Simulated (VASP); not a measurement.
Here is a VASP 6.6.1 calculation.

INCAR

```
PREC     = Accurate       # precision mode
ENCUT    = 520            # plane-wave cutoff, eV
EDIFF    = 1E-7           # SCF threshold, eV
ISMEAR   = 0              # smearing method
SIGMA    = 0.05           # smearing width, eV
LREAL    = F              # projectors in reciprocal space
LASPH    = T              # aspherical terms in the spheres
NELM     = 60             # most SCF steps
ALGO     = Normal         # electronic algorithm
ISIF     = 2              # what is computed and relaxed
LWAVE    = F              # write WAVECAR
LCHARG   = T              # write CHGCAR
GGA      = PS             # functional
LELF     = T              # ELF
LVHAR    = T            
NBANDS   = 16             # bands
```

KPOINTS

```
Automatic mesh
0
Gamma
  10 10 10
```

POSCAR

```
AgCl
1.0
    3.4339730000      0.0000000000      0.0000000000
    0.0000000000      3.4339730000      0.0000000000
    0.0000000000      0.0000000000      3.1764250250
Ag Cl
1 1
Direct
    0.0000000000      0.0000000000      0.0000000000
    0.5000000000      0.5000000000      0.5000000000
```

Potentials or basis: VASP PAW PBE potentials, release 64 (Ag, Cl).

The run is started by

```bash
$ cat potpaw_PBE.64/Ag/POTCAR potpaw_PBE.64/Cl/POTCAR > POTCAR
$ mpirun -np 1 vasp_std > vasp.out
```

(1) Estimate the pressure.

(2) Predict the band gap on the k mesh.

## Answers

(1) -0.8 GPa.

(2) 0.26 eV (least direct gap 1.59 eV).

Caveat: the cell differs from its parent crystal (strain -0.0750 x Voigt [0, 0, 1, 0, 0, 0]); semilocal functionals underestimate gaps, and a narrow one can read as zero; the PAW data sets were made with another functional, which shifts forces and pressure a little.
